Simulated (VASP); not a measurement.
# TlSn (P4/mmm) in VASP: a series of runs, part 4 of 4

VASP 6.6.1. The steps go on from the part before.

## (6) Electric field gradients, LDA (zz strain of +1 %)

The input, INCAR:

```
  PREC = Accurate
  ENCUT = 520
  EDIFF = 1E-8
  ISMEAR = -1
  SIGMA = 0.08
  LREAL = F
  LASPH = T
  NELM = 60
  ALGO = Normal
  ISIF = 2
  LWAVE = F
  LCHARG = F
  LEFG = T
  NBANDS = 20
```

The input, KPOINTS:

```
Automatic mesh
0
Gamma
  9 9 8
```

The input, POSCAR:

```
TlSn
1.0
    3.6147298654      0.0000000000      0.0000000000
    0.0000000000      3.6147298654      0.0000000000
    0.0000000000      0.0000000000      4.4187500000
Tl Sn
1 1
Direct
    0.0000000000      0.0000000000      0.0000000000
    0.5000000000      0.5000000000      0.5000000000
```

Potentials or basis: VASP PAW LDA potentials, release 64 (Tl_d, Sn_d).

Command:

```
cat potpaw_LDA.64/Tl_d/POTCAR potpaw_LDA.64/Sn_d/POTCAR > POTCAR
mpirun -np 1 vasp_std > vasp.out
```

OUTCAR:

```text
PREC = Accurate
   ENCUT = 520
   EDIFF = 1E-8
   ISMEAR = -1
   LREAL = F
   LASPH = T
   NELM = 60
   ISIF = 2

 ion  position               nearest neighbor table
   1  0.000  0.000  0.000-   2 3.38   2 3.38   2 3.38   2 3.38   2 3.38   2 3.38   2 3.38   2 3.38

   2  0.500  0.500  0.500-   1 3.38   1 3.38   1 3.38   1 3.38   1 3.38   1 3.38   1 3.38   1 3.38

  LATTYP: Found a simple tetragonal cell.
 ALAT       =     3.6147298654
 C/A-ratio  =     1.2224288300

  Lattice vectors:

 A1 = (   3.6147298654,   0.0000000000,   0.0000000000)
 A2 = (   0.0000000000,   3.6147298654,   0.0000000000)
 A3 = (   0.0000000000,   0.0000000000,   4.4187500000)

Analysis of symmetry for initial positions (statically):
=====================================================================
 Subroutine PRICEL returns:
 Original cell was already a primitive cell.

 Routine SETGRP: Setting up the symmetry group for a
 simple tetragonal supercell.

 Subroutine GETGRP returns: Found 16 space group operations
 (whereof 16 operations were pure point group operations)
 out of a pool of 16 trial point group operations.

The static configuration has the point symmetry D_4h.

Analysis of symmetry for dynamics (positions and initial velocities):
=====================================================================
 Subroutine PRICEL returns:
 Original cell was already a primitive cell.

 Routine SETGRP: Setting up the symmetry group for a
 simple tetragonal supercell.

 Subroutine GETGRP returns: Found 16 space group operations
 (whereof 16 operations were pure point group operations)
 out of a pool of 16 trial point group operations.

The dynamic configuration has the point symmetry D_4h.

 Subroutine INISYM returns: Found 16 space group operations
 (whereof 16 operations are pure point group operations),
 and found     1 'primitive' translations

----------------------------------------------------------------------------------------

                                     Primitive cell

  volume of cell :      57.7366

  direct lattice vectors                    reciprocal lattice vectors
     3.614729865  0.000000000  0.000000000     0.276645846  0.000000000  0.000000000
     0.000000000  3.614729865  0.000000000     0.000000000  0.276645846  0.000000000
     0.000000000  0.000000000  4.418750000     0.000000000  0.000000000  0.226308345

  length of vectors
     3.614729865  3.614729865  4.418750000     0.276645846  0.276645846  0.226308345

  position of ions in fractional coordinates (direct lattice)
     0.000000000  0.000000000  0.000000000
     0.500000000  0.500000000  0.500000000

  ion indices of the primitive-cell ions
   primitive index   ion index
                 1           1
                 2           2

----------------------------------------------------------------------------------------

 KPOINTS: Automatic mesh

[... 66 lines left out ...]
   NELM   =     60;   NELMIN=  2; NELMDL= -5     # of ELM steps
   EDIFF  = 0.1E-07   stopping-criterion for ELM
   LREAL  =      F    real-space projection
   EDIFFG = 0.1E-06   stopping-criterion for IOM
   NSW    =      0    number of steps for IOM
   IBRION =     -1    ionic relax: 0-MD 1-quasi-New 2-CG
   NFREE  =      0    steps in history (QN), initial steepest desc. (CG)
   ISIF   =      2    stress and relaxation
   ISYM   =      2    0-nonsym 1-usesym 2-fastsym
   POTIM  = 0.5000    time-step for ionic-motion
   TEBEG  =    0.0;   TEEND  =   0.0 temperature during run
   PSTRESS=    0.0 pullay stress
   NELECT =      27.0000    total number of electrons
   NUPDOWN=      -1.0000    fix difference up-down
   EMIN   =  10.00;   EMAX   =-10.00  energy-range for DOS
   EFERMI =   0.00;   METHOD = LEGACY
   ISMEAR =    -1;   SIGMA  =   0.08  broadening in eV -4-tet -1-fermi 0-gaus
   EFERMI_NEDOS =   21; number of points for ismear=-14 and -15
   IALGO  =     38    algorithm
   IMIX   =      4    mixing-type and parameters
     AMIX     =   0.40;   BMIX     =  1.00
     AMIX_MAG =   1.60;   BMIX_MAG =  1.00
  volume/ion in A,a.u.               =      28.87       194.81
  Fermi-wavevector in a.u.,A,eV,Ry     =   1.270708  2.401290 21.969306  1.614698
  Thomas-Fermi vector in A             =   2.403681
   LORBIT       =      0    0 simple, 1 ext, 2 COOP (PROOUT), +10 PAW based schemes
   GGA     = CA    functional components
   LHFCALC =     F    Hartree Fock is set to
   AEXX    =    0.0000 exact exchange contribution
   IVDW    =     0    specifies the selected vdW correction
   LEPSILON=     F    determine dielectric tensor
   LRPA    =     F    only Hartree local field effects (RPA)
 non-spin polarized calculation
  energy-cutoff  :      520.00
  volume of cell :       57.74
 maximum number of plane-waves:      1571
 NGX is ok and might be reduce to    28
   NGX = 13   NGY = 13   NGZ = 17

 number of electron      26.9999982 magnetization

 Free energy of the ion-electron system (eV)
  ---------------------------------------------------
  ext. energy  EPLUGINS =         0.00000000
  ---------------------------------------------------
  free energy    TOTEN  =        -7.29045712 eV

  energy without entropy =       -7.26856797  energy(sigma->0) =       -7.27951254

 E-fermi :   6.6262     XC(G=0): -10.3910

 val. band max:        6.6240604876   @ k =   0.4444   0.3333   0.5000
 cond. band min:       6.6264918992   @ k =   0.3333   0.0000   0.0000
 fundamental gap:      0.0024314116
 Fermi energy:         6.6261813373

 k-point     1 :       0.0000    0.0000    0.0000
  band No.  band energies     occupation
      1     -14.7995      2.00000
      2     -14.7715      2.00000
      3     -14.7407      2.00000
      4     -14.7407      2.00000
      5     -14.7234      2.00000
      6      -4.9217      2.00000
[... 541 lines left out ...]
     19      15.0601      0.00000
     20      16.3673      0.00000

 [... further k-points ...]
[... 5 lines left out ...]
  --------------------------------------------------------------------------------------
  -------------------------------------------------------------------------------------
  Total       -1.3805597     -1.3805597     -1.1388375      0.0000000      0.0000000      0.0000000
  in kB      -38.3102207    -38.3102207    -31.6024826      0.0000000      0.0000000      0.0000000
  external PRESSURE =     -36.0743080 kB  Pullay stress =       0.0000000 kB

 VOLUME and BASIS-vectors are now :
 -----------------------------------------------------------------------------
  energy-cutoff  :      520.00
  volume of cell :       57.74
      direct lattice vectors                 reciprocal lattice vectors
     3.614729865  0.000000000  0.000000000     0.276645846  0.000000000  0.000000000
     0.000000000  3.614729865  0.000000000     0.000000000  0.276645846  0.000000000
     0.000000000  0.000000000  4.418750000     0.000000000  0.000000000  0.226308345

 POSITION                                       TOTAL-FORCE (eV/Angst)
 -----------------------------------------------------------------------------------
      0.00000      0.00000      0.00000         0.000000      0.000000      0.000000
      1.80736      1.80736      2.20938         0.000000      0.000000      0.000000
 -----------------------------------------------------------------------------------
    total drift:                                0.000000      0.000000      0.000000

  FREE ENERGIE OF THE ION-ELECTRON SYSTEM (eV)
  ---------------------------------------------------
  free  energy   TOTEN  =        -7.2904571230 eV

  energy  without entropy=       -7.2685679668  energy(sigma->0) =       -7.27951254

 Electric field gradients (V/A^2)
---------------------------------------------------------------------
 ion       V_xx      V_yy      V_zz      V_xy      V_xz      V_yz
---------------------------------------------------------------------
   1      30.895    30.895   -61.790    -0.000    -0.000    -0.000
   2       3.580     3.580    -7.159    -0.000    -0.000     0.000
---------------------------------------------------------------------

 Electric field gradients after diagonalization (V/A^2)
 (convention: |V_zz| > |V_xx| > |V_yy|)
----------------------------------------------------------------------
 ion       V_xx      V_yy      V_zz     asymmetry (V_yy - V_xx)/ V_zz
----------------------------------------------------------------------
   1      30.895    30.895   -61.790       0.000
   2       3.580     3.580    -7.159       0.000
----------------------------------------------------------------------

           NMR quadrupolar parameters

 Cq : quadrupolar parameter    Cq=e*Q*V_zz/h
 eta: asymmetry parameters     (V_yy - V_xx)/ V_zz
 Q  : nuclear electric quadrupole moment in mb (millibarn)
----------------------------------------------------------------------
 ion       Cq(MHz)       eta       Q (mb)
----------------------------------------------------------------------
   1      -0.149       0.000       1.000
   2      -0.017       0.000       1.000
----------------------------------------------------------------------
```

OSZICAR:

```text
N       E                     dE             d eps       ncg     rms          rms(c)
DAV:   1     0.201049243715E+03    0.20105E+03   -0.13728E+04  3068   0.170E+03
DAV:   2     0.783013089807E+01   -0.19322E+03   -0.18805E+03  3028   0.435E+02
DAV:   3    -0.695288691955E+01   -0.14783E+02   -0.14659E+02  3472   0.105E+02
DAV:   4    -0.732901811321E+01   -0.37613E+00   -0.37597E+00  3360   0.164E+01
DAV:   5    -0.734004941549E+01   -0.11031E-01   -0.11031E-01  3704   0.300E+00    0.286E+00
DAV:   6    -0.729991215324E+01    0.40137E-01   -0.71013E-02  3408   0.236E+00    0.193E+00
DAV:   7    -0.729119370825E+01    0.87184E-02   -0.27643E-02  3584   0.151E+00    0.624E-01
DAV:   8    -0.729045649134E+01    0.73722E-03   -0.20731E-03  3256   0.427E-01    0.308E-02
DAV:   9    -0.729045761191E+01   -0.11206E-05   -0.62435E-05  4112   0.672E-02    0.976E-03
DAV:  10    -0.729045723235E+01    0.37957E-06   -0.56620E-06  3512   0.243E-02    0.258E-03
DAV:  11    -0.729045712652E+01    0.10582E-06   -0.59099E-07  3816   0.819E-03    0.283E-03
DAV:  12    -0.729045712302E+01    0.35025E-08   -0.70297E-08  3348   0.213E-03
   1 F= -.72904571E+01 E0= -.72795125E+01  d E =-.218892E-01
```

stdout:

```text
POSCAR found type information on POSCAR TlSn
 POSCAR found :  2 types and       2 ions
 scaLAPACK will be used
 LDA part: xc-table for (Slater(with rela. corr.)+CA(PZ))
 , standard interpolation
 POSCAR, INCAR and KPOINTS ok, starting setup
 FFT: planning ... GRIDC
 FFT: planning ... GRID_SOFT
 FFT: planning ... GRID
 WAVECAR not read
 entering main loop
ion   1

ion   2
```

It took 25 s on 1 thread of Intel Xeon 6975P-C (Granite Rapids), shared host; peak memory 0.21 GiB.

What came out:

| Item | Value |
| --- | --- |
| Free energy | -7.2905 eV |
| Pressure | -3.6 GPa |

Electric field gradients, principal values (V/Å²):
```
atom   least  middle  greatest (by size)
1 Tl  30.895  30.895             -61.790
2 Sn   3.580   3.580              -7.159
```

Caveat: the cell differs from its parent crystal (zz strain of +1 %); without QUAD_EFG the Cq values of the log hold for a quadrupole moment of 1 mb, not for the nuclei; spin-orbit coupling is left out, which moves the levels of the heavy elements.

## (7) Summary

```tsv
cell	gap on the mesh (eV)	pressure (GPa)
a = 3.615, b = 3.615, c = 4.375 Å, 2 atoms	none	-3.3
a = 3.627, b = 3.627, c = 4.390 Å, 2 atoms	none	-3.6
a = 3.615, b = 3.615, c = 4.419 Å, 2 atoms	none	-3.6
```

Alike in all rows: task electric field gradients; level LDA; potentials or basis VASP PAW LDA potentials, release 64 (Tl_d, Sn_d); no spin polarisation; k mesh 9 × 9 × 8; cutoff (eV) 520; smearing fermi-dirac 0.08 eV.

Caveats: spin-orbit coupling is left out, which moves the levels of the heavy elements.

Absolute energies hang on the potentials; compare differences alone.
